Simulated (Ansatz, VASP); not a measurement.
# ZnH5 in VASP and in Ansatz

```
CELL_PARAMETERS angstrom
3.75890 0.00000 0.00000
-1.87945 3.25530 0.00000
0.00000 0.00000 2.51192
ATOMIC_POSITIONS crystal
Zn 0.00000 0.00000 0.00000
H 0.50000 0.00000 0.50000
H 0.50000 0.50000 0.50000
H 0.00000 0.50000 0.50000
H 0.33333 0.66667 0.00000
H 0.66667 0.33333 0.00000
```

Change from the starting cell: species swapped into the LaIr5 type (P6/mmm, No. 191).

Alike in both runs: functional PBE; k mesh 12 × 12 × 14; occupations gaussian, width 0.1 eV; no spin polarisation.

Ansatz relaxed the structure, and its values are those at the end. VASP's run is a single point on that final structure, the one shown.

|  | VASP | Ansatz |
| --- | --- | --- |
| version | VASP 6.6.1 | Ansatz 0.2.0 |
| potentials or method | VASP PAW PBE potentials, release 64 (Zn, H), cutoff 520 eV | scalar-relativistic, plane waves, PAW |
| valence electrons in the cell | 17 | 17 |

|  | VASP | Ansatz | Ansatz less VASP |
| --- | --- | --- | --- |
| gap on the k mesh at the Fermi level (eV) | none | none | - |
| pressure (GPa) | 0.0 | 0.0 | 0.00 |

A gap of «none» marks a metal or a gap that the smearing closes.
